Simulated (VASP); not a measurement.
## InSe: single point with PBE

Crystal: InSe.

```xyz
8
Lattice="4.0863 0.0000 0.0000 -2.0431 3.5388 0.0000 0.0000 0.0000 18.7098" Properties=species:S:1:pos:R:3 pbc="T T T"
In    0.0000    2.3592    3.2657
In    2.0431    1.1796   12.6206
In    0.0000    2.3592    6.0892
In    2.0431    1.1796   15.4441
Se    0.0000    2.3592   11.3481
Se    2.0431    1.1796    1.9932
Se    0.0000    2.3592   16.7166
Se    2.0431    1.1796    7.3617
```

* Program: VASP 6.6.1
* Task: single point
* Functional: PBE
* Potentials or basis: VASP PAW PBE potentials, release 64 (In_d, Se)
* Cutoff: 520 eV
* k mesh: 12 × 12 × 2
* Occupations: gaussian, width 0.02 eV
* Spin: no spin polarisation
* Dipole correction: no
* Further INCAR settings: ALGO = Normal; EDIFF = 1e-06; NBANDS = 48

```yaml
Pressure: 0.1 GPa
Largest_force: 0.021 eV/Å
Band_gap_on_the_k_mesh: 0.79 eV
```

Forces in eV/Å, atoms in the order of the input:
```
In   0.000  0.000  0.009
In   0.000  0.000  0.009
In   0.000  0.000 -0.009
In   0.000  0.000 -0.009
Se   0.000  0.000 -0.021
Se   0.000  0.000 -0.021
Se   0.000  0.000  0.021
Se   0.000  0.000  0.021
```

Levels at points of the mesh, in eV from the valence-band top:
```csv
k point,band 34,band 35,band 36,band 37,band 38,band 39,band 40,band 41,band 42,band 43
"(0.00, 0.00, 0.00)",-0.86,-0.83,-0.83,-0.73,0.00,0.79,1.44,2.28,2.32,4.53
"(0.50, 0.00, 0.00)",-1.77,-1.76,-1.71,-1.33,-1.14,1.69,1.80,2.00,2.08,3.73
"(0.00, 0.00, 0.50)",-0.84,-0.84,-0.84,-0.42,-0.42,1.17,1.17,2.30,2.30,4.55
"(0.50, 0.00, 0.50)",-1.85,-1.74,-1.74,-1.24,-1.24,1.84,1.84,1.94,1.94,3.86
```

Wall time 7 min on 1 thread of Intel(R) Xeon(R) Platinum 8488C (Sapphire Rapids), with other jobs on the host, peak memory 0.56 GiB.

Caveat: spin-orbit coupling is left out, which moves the levels of the heavy elements; this functional lacks dispersion, which binds layers or chains, so the pressure and a relaxed spacing across them are unreliable. As with any semilocal functional, this PBE gap is likely too small.
